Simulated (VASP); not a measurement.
# NiO (Fm-3m) in VASP: notebook, part 3 of 3

VASP 6.6.1.

### Step 4. Relaxation of cell and atoms, PBE, collinear spin, ferromagnetic start

INCAR

```
PREC = Accurate
ENCUT = 600
EDIFF = 1E-6
ISMEAR = 0
SIGMA = 0.1
LREAL = False
LASPH = True
NELM = 150
ALGO = Normal
ISIF = 3
LWAVE = False
LCHARG = False
ISPIN = 2
MAGMOM = 1.62 0.33
LORBIT = 11
LMAXMIX = 4
GGA = PE
IBRION = 2
NSW = 90
EDIFFG = -0.04
```

KPOINTS

```
Automatic mesh
0
Gamma
  8 8 8
```

POSCAR

```
NiO
1.0
    0.0000000000      2.0931687937      2.0931687937
    2.0931687937      0.0000000000      2.0931687937
    2.0931687937      2.0931687937      0.0000000000
Ni O
1 1
Direct
    0.0000000000      0.0000000000      0.0000000000
    0.5000000000      0.5000000000      0.5000000000
```

Potentials or basis: VASP PAW PBE potentials, release 64 (Ni, O).

On the command line:

```bash
cat potpaw_PBE.64/Ni/POTCAR potpaw_PBE.64/O/POTCAR > POTCAR
mpirun -np 1 vasp_std > vasp.out
```

OUTCAR:

```text
PREC = Accurate
   ENCUT = 600
   EDIFF = 1E-6
   ISMEAR = 0
   LREAL = False
   LASPH = True
   NELM = 150
   ISIF = 3
   ISPIN = 2
   LORBIT = 11
   GGA = PE
   IBRION = 2
   NSW = 90
   EDIFFG = -0.04

 ion  position               nearest neighbor table
   1  0.000  0.000  0.000-   2 2.09   2 2.09   2 2.09   2 2.09   2 2.09   2 2.09
   2  0.500  0.500  0.500-   1 2.09   1 2.09   1 2.09   1 2.09   1 2.09   1 2.09

  LATTYP: Found a face centered cubic cell.
 ALAT       =     4.1863375874

  Lattice vectors:

 A1 = (   0.0000000000,   2.0931687937,   2.0931687937)
 A2 = (   2.0931687937,   0.0000000000,   2.0931687937)
 A3 = (   2.0931687937,   2.0931687937,   0.0000000000)

Analysis of symmetry for initial positions (statically):
=====================================================================
 Subroutine PRICEL returns:
 Original cell was already a primitive cell.

 Routine SETGRP: Setting up the symmetry group for a
 face centered cubic supercell.

 Subroutine GETGRP returns: Found 48 space group operations
 (whereof 48 operations were pure point group operations)
 out of a pool of 48 trial point group operations.

The static configuration has the point symmetry O_h .

Analysis of symmetry for dynamics (positions and initial velocities):
=====================================================================
 Subroutine PRICEL returns:
 Original cell was already a primitive cell.

 Routine SETGRP: Setting up the symmetry group for a
 face centered cubic supercell.

 Subroutine GETGRP returns: Found 48 space group operations
 (whereof 48 operations were pure point group operations)
 out of a pool of 48 trial point group operations.

The dynamic configuration has the point symmetry O_h .

Analysis of structural, dynamic, and magnetic symmetry:
=====================================================================
 Subroutine PRICEL returns:
 Original cell was already a primitive cell.

 Routine SETGRP: Setting up the symmetry group for a
 face centered cubic supercell.

 Subroutine GETGRP returns: Found 48 space group operations
 (whereof 48 operations were pure point group operations)
 out of a pool of 48 trial point group operations.

[... 152 lines left out ...]

  FORCE on cell =-STRESS in cart. coord.  units (eV):
  Direction    XX          YY          ZZ          XY          YZ          ZX
  --------------------------------------------------------------------------------------
  -------------------------------------------------------------------------------------
  Total        0.4710948      0.4710948      0.4710948     -0.0000000      0.0000000      0.0000000
  in kB       41.1505983     41.1505983     41.1505983     -0.0000000      0.0000000      0.0000000
  external PRESSURE =      41.1505983 kB  Pullay stress =       0.0000000 kB
[... 59 lines left out ...]
--------------------------------------- Ionic step        3  -------------------------------------------

 number of electron      16.0000014 magnetization       1.8376091

 Free energy of the ion-electron system (eV)
  ---------------------------------------------------
  ext. energy  EPLUGINS =         0.00000000
  ---------------------------------------------------
  free energy    TOTEN  =       -11.48426251 eV

  energy without entropy =      -11.48096082  energy(sigma->0) =      -11.48261166

 E-fermi :   7.4898     XC(G=0): -12.5115

 val. band max:        7.4026233143   @ k =   0.3750   0.0000   0.0000
 cond. band min:       7.5316000666   @ k =  -0.2500   0.2500   0.0000
 fundamental gap:      0.1289767523
 Fermi energy:         7.4898488576

 spin component 1

 k-point     1 :       0.0000    0.0000    0.0000
  band No.  band energies     occupation
      1     -12.6074      1.00000
      2       4.3059      1.00000
      3       4.3059      1.00000
      4       4.6166      1.00000
      5       4.6166      1.00000
      6       4.6166      1.00000
      7       4.8429      1.00000
      8       4.8430      1.00000
      9       4.8430      1.00000
     10       8.8605      0.00000
     11      25.2493      0.00000
     12      26.1822      0.00000
     13      26.1823      0.00000
[... 356 lines left out ...]
      2       0.2488      1.00000
      3       1.6535      1.00000
      4       1.8794      1.00000
      5       5.2146      1.00000
      6       5.5164      1.00000
      7       5.9032      1.00000
      8       6.4313      1.00000
      9       7.0476      1.00000
     10      15.2117      0.00000
     11      16.4988      0.00000
     12      19.0287      0.00000
     13      21.8803      0.00000

 [... further k-points ...]

 spin component 2

 k-point     1 :       0.0000    0.0000    0.0000
  band No.  band energies     occupation
      1     -12.1329      1.00000
      2       5.1634      1.00000
      3       5.1634      1.00000
      4       5.1634      1.00000
      5       5.6887      1.00000
      6       5.6889      1.00000
      7       5.6889      1.00000
      8       6.9566      1.00000
      9       6.9569      1.00000
     10       9.2249      0.00000
     11      25.1794      0.00000
     12      26.4010      0.00000
     13      26.4010      0.00000
[... 397 lines left out ...]
  FREE ENERGIE OF THE ION-ELECTRON SYSTEM (eV)
  ---------------------------------------------------
  free  energy   TOTEN  =       -11.4842625063 eV

  energy  without entropy=      -11.4809608165  energy(sigma->0) =      -11.48261166

 reached required accuracy - stopping structural energy minimisation

 total charge

# of ion       s       p       d       tot
------------------------------------------
    1        0.324   0.384   8.221   8.928
    2        1.553   3.414   0.000   4.967
--------------------------------------------------
tot          1.877   3.798   8.221  13.895

 magnetization (x)

# of ion       s       p       d       tot
------------------------------------------
    1        0.011   0.015   1.474   1.500
    2        0.027   0.263   0.000   0.290
--------------------------------------------------
tot          0.038   0.278   1.474   1.790
```

OSZICAR:

```text
N       E                     dE             d eps       ncg     rms          rms(c)
DAV:   1     0.920093037408E+02    0.92009E+02   -0.85124E+03  1556   0.170E+03
DAV:   2    -0.739142382799E+01   -0.99401E+02   -0.88130E+02  1603   0.303E+02
[... 28 lines left out ...]
DAV:   3    -0.114849418563E+02    0.16362E-02   -0.88021E-03  2037   0.264E+00    0.456E-01
DAV:   4    -0.114844602616E+02    0.48159E-03   -0.13336E-03  2160   0.908E-01    0.137E-01
DAV:   5    -0.114843024688E+02    0.15779E-03   -0.29048E-04  2163   0.282E-01    0.958E-02
DAV:   6    -0.114842649082E+02    0.37561E-04   -0.71878E-05  1598   0.130E-01    0.286E-02
DAV:   7    -0.114842625681E+02    0.23400E-05   -0.14368E-05  1960   0.620E-02    0.135E-02
DAV:   8    -0.114842625063E+02    0.61820E-07   -0.16408E-06   972   0.226E-02
   3 F= -.11484263E+02 E0= -.11482612E+02  d E =-.507668E-02  mag=     1.8372
```

Wall time 46 s (1 thread of Intel Xeon Platinum 8259CL at 2.50GHz (Skylake/Cascade Lake), shared host); peak memory 0.16 GiB.

What came out:

* Free energy: -11.4843 eV
* Relaxed volume: 9.37 Å³/atom
* Relaxed cell: a = 2.982 Å, b = 2.982 Å, c = 2.982 Å, α = 60.00°, β = 60.00°, γ = 60.00°
* Space group after relaxing (to 0.05 Å): Fm-3m (No. 225)
* Energy gained by relaxing: 2.5 meV/atom
* Ionic steps: 3
* Pressure after relaxing: 0.1 GPa
* Net moment: 1.84 μB per cell
* Site moments: Ni +1.50; O +0.29 μB
* Valence electrons inside the program's atomic spheres: Ni 8.93; O 4.97

Step by step:
| step | energy change (eV) | largest force (eV/Å) | pressure (GPa) | volume (Å³) |
| --- | --- | --- | --- | --- |
| 1 | 0.0000 | 0.0000 | 4.12 | 18.34 |
| 2 | -0.0035 | 0.0000 | -2.22 | 18.97 |
| 3 | -0.0051 | 0.0000 | 0.10 | 18.74 |

Final structure:
```xyz
2
Lattice="0.0000 2.1084 2.1084 2.1084 0.0000 2.1084 2.1084 2.1084 0.0000" Properties=species:S:1:pos:R:3 pbc="T T T"
Ni    0.0000    0.0000    0.0000
O     2.1084    2.1084    2.1084
```

Levels at points of the mesh, in eV from the Fermi level:
Spin up:
| k point | band 6 | band 7 | band 8 | band 9 | band 10 | band 11 | band 12 | band 13 |
| --- | --- | --- | --- | --- | --- | --- | --- | --- |
| (0.00, 0.00, 0.00) | -2.87 | -2.65 | -2.65 | -2.65 | 1.37 | 17.76 | 18.69 | 18.69 |
| (0.50, 0.00, 0.00) | -2.01 | -1.47 | 0.18 | 0.18 | 5.53 | 9.68 | 13.81 | 13.81 |
| (0.50, 0.50, 0.00) | -2.87 | -2.37 | -1.71 | -1.71 | 5.93 | 10.38 | 12.09 | 16.25 |
Spin down:
```tsv
k point	band 4	band 5	band 6	band 7	band 8	band 9	band 10	band 11
(0.00, 0.00, 0.00)	-2.33	-1.80	-1.80	-1.80	-0.53	-0.53	1.74	17.69
(0.50, 0.00, 0.00)	-4.58	-0.95	-0.95	-0.59	2.19	2.19	5.71	10.23
(0.50, 0.50, 0.00)	-3.64	-2.72	-0.77	-0.77	-0.13	0.36	6.40	10.75
```

Caveat: a cell with one magnetic atom can't hold antiferromagnetic order, which such compounds often take; semilocal functionals often make such compounds metallic where correlation or magnetic order opens a gap, which also shifts bond lengths.

### Step 5. Single point, PBE, collinear spin, ferromagnetic start

This run uses another cell than the first one, of 9.37 Å³/atom, 1.022 times its volume.

INCAR

```
SYSTEM = NiO
PREC = Accurate
ENCUT = 520
EDIFF = 1E-6
ISMEAR = 0
SIGMA = 0.1
LREAL = .False.
LASPH = .True.
NELM = 150
ALGO = Normal
ISIF = 2
LWAVE = .False.
LCHARG = .True.
ISPIN = 2
MAGMOM = 1.64 0.34
LORBIT = 11
LMAXMIX = 4
GGA = PE
LELF = .True.
LVHAR = .True.
NBANDS = 19
```

KPOINTS

```
regular mesh
0
Gamma
  22 22 22
  0 0 0
```

POSCAR

```
NiO
1.0
    0.0000000000      2.1081859599      2.1081859599
    2.1081859599      0.0000000000      2.1081859599
    2.1081859599      2.1081859599      0.0000000000
Ni O
1 1
Direct
    0.0000000000      0.0000000000      0.0000000000
    0.5000000000      0.5000000000      0.5000000000
```

On the command line:

```bash
cat potpaw_PBE.64/Ni/POTCAR potpaw_PBE.64/O/POTCAR > POTCAR
mpirun -np 1 vasp_std > vasp.out
```

Run time: 3.1 min. Hardware: 1 thread of Intel Xeon Platinum 8259CL at 2.50GHz (Skylake/Cascade Lake), shared host; peak memory 0.3 GiB.

It converged, with:

```yaml
Free_energy: -11.4820 eV
Pressure: -0.5 GPa
Net_moment: 1.77 μB per cell
Site_moments: Ni +1.46; O +0.27 μB
Valence_electrons_inside_the_program's_atomic_spheres: Ni 8.93; O 4.97
```

Levels at points of the mesh, in eV from the Fermi level:
Spin up:
| k point | band 6 | band 7 | band 8 | band 9 | band 10 | band 11 | band 12 | band 13 |
| --- | --- | --- | --- | --- | --- | --- | --- | --- |
| (0.00, 0.00, 0.00) | -2.87 | -2.59 | -2.59 | -2.59 | 1.39 | 17.77 | 18.72 | 18.72 |
| (0.50, 0.00, 0.00) | -1.94 | -1.42 | 0.23 | 0.23 | 5.55 | 9.70 | 13.83 | 13.83 |
| (0.50, 0.50, 0.00) | -2.78 | -2.28 | -1.65 | -1.65 | 5.96 | 10.40 | 12.11 | 16.28 |
Spin down:
| k point | band 4 | band 5 | band 6 | band 7 | band 8 | band 9 | band 10 | band 11 |
| --- | --- | --- | --- | --- | --- | --- | --- | --- |
| (0.00, 0.00, 0.00) | -2.35 | -1.77 | -1.77 | -1.77 | -0.54 | -0.54 | 1.74 | 17.71 |
| (0.50, 0.00, 0.00) | -4.59 | -0.92 | -0.92 | -0.56 | 2.17 | 2.17 | 5.72 | 10.23 |
| (0.50, 0.50, 0.00) | -3.67 | -2.69 | -0.74 | -0.74 | -0.13 | 0.35 | 6.41 | 10.75 |

Caveat: a cell with one magnetic atom can't hold antiferromagnetic order, which such compounds often take; semilocal functionals often make such compounds metallic where correlation or magnetic order opens a gap, which also shifts bond lengths. With open d or f shells a metallic result of PBE can be an artefact of self-interaction; +U or a hybrid may open a gap.

### Step 6. Summary

| task | cell | k mesh | cutoff (eV) | gap on the mesh (eV) | pressure (GPa) | moment (μB) |
| --- | --- | --- | --- | --- | --- | --- |
| single point | a = 2.960 Å, angles 60.0°, 2 atoms | 8 × 8 × 8 | 520 | none | 4.3 | 1.81 |
| single point | a = 2.983 Å, angles 60.0°, 2 atoms | 8 × 8 × 8 | 520 | none | 0.0 | 1.84 |
| relaxation of cell and atoms | relaxed from a = 2.960 Å, angles 60.0°, 2 atoms | 8 × 8 × 8 | 600 | none | 0.1 | 1.84 |
| single point | a = 2.981 Å, angles 60.0°, 2 atoms | 22 × 22 × 22 | 520 | none | -0.5 | 1.77 |

Alike in all rows: level PBE; potentials or basis VASP PAW PBE potentials, release 64 (Ni, O); spin collinear, ferromagnetic start; smearing gaussian 0.1 eV.

Caveats: a cell with one magnetic atom can't hold antiferromagnetic order, which such compounds often take; semilocal functionals often make such compounds metallic where correlation or magnetic order opens a gap, which also shifts bond lengths.

Total energies depend on the potentials used, so only differences within one code and one set of settings carry meaning.
